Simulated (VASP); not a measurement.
Set up this calculation in VASP 6.6.1, as the native input.

- Task: single point
- Functional: PBE
- Potentials or basis: VASP PAW PBE potentials, release 64 (Ba_sv, Ti_sv, O_h)
- Cutoff: 1340 eV
- k mesh: 8 × 8 × 8
- Occupations: fermi-dirac, width 0.02 eV
- Spin: no spin polarisation
- Dipole correction: no
- Further INCAR settings: ALGO = Normal; EDIFF = 1e-06; NBANDS = 28

The structure of BaTiO3 lies in POSCAR:

```
BaTiO3
1.0
    3.9457420220      0.0000000000      0.0000000000
    0.0000000000      3.9457420220      0.0000000000
    0.0000000000      0.0000000000      3.9636960459
Ba Ti O
1 1 3
Direct
    0.0000000000      0.0000000000      0.0003385073
    0.5000000000      0.5000000000      0.4897153689
    0.5000000000      0.5000000000      0.0155190358
    0.5000000000      0.0000000000      0.5112135441
    0.0000000000      0.5000000000      0.5112135441
```

The input as run:

INCAR

```
  ALGO = Normal
  EDIFF = 1E-6
  ENCUT = 1340
  GGA = PE
  GGA_COMPAT = F
  ISIF = 2
  ISMEAR = -1
  LASPH = T
  LCHARG = F
  LREAL = F
  LWAVE = F
  NBANDS = 28
  NELM = 120
  PREC = Accurate
  SIGMA = 0.02
```

KPOINTS

```
k-points
0
Gamma
  8 8 8
```

Potentials or basis: VASP PAW PBE potentials, release 64 (Ba_sv, Ti_sv, O_h).

Run with:

```console
$ cat potpaw_PBE.64/Ba_sv/POTCAR potpaw_PBE.64/Ti_sv/POTCAR potpaw_PBE.64/O_h/POTCAR > POTCAR
$ mpirun -np 1 vasp_std > vasp.out
```

Results of the run:

```yaml
Pressure: 11.8 GPa
Largest_force: 0.028 eV/Å
Band_gap_on_the_k_mesh: 1.85 eV (least direct gap 2.07 eV)
```

Caveat: the cell stands under pressure; spin-orbit coupling is left out, which moves the levels of the heavy elements.

Run time: 6.7 min on 1 thread of Intel(R) Xeon(R) Platinum 8375C CPU @ 2.90GHz (Ice Lake) (shared host), peak memory 0.7 GiB.
